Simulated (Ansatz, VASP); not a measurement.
# Al: VASP beside Ansatz

```
CELL_PARAMETERS angstrom
2.90337 0.00000 0.00000
-1.45169 2.51439 0.00000
0.00000 0.00000 9.38109
ATOMIC_POSITIONS crystal
Al 0.00000 0.00000 0.00000
Al 0.33333 0.66667 0.25000
Al 0.00000 0.00000 0.50000
Al 0.66667 0.33333 0.75000
```

Alike in both runs: task single point; functional PBE; dispersion D3(BJ); k mesh 18 × 18 × 6; occupations gaussian, width 0.15 eV; no spin polarisation.

|  | VASP | Ansatz |
| --- | --- | --- |
| version | VASP 6.6.1 | Ansatz 0.2.0 |
| potentials or method | VASP PAW PBE potentials, release 64 (Al), cutoff 520 eV | scalar-relativistic, plane waves, PAW |
| valence electrons in the cell | 12 | 12 |

```csv
,VASP,Ansatz,Ansatz less VASP
gap on the k mesh at the Fermi level (eV),none,none,-
pressure (GPa),-5.6,-5.6,+0.03
"traceless stress, the component that is largest in VASP (GPa)",0.93,0.93,-0.002
```

A gap of «none» marks a metal or a gap that the smearing closes.
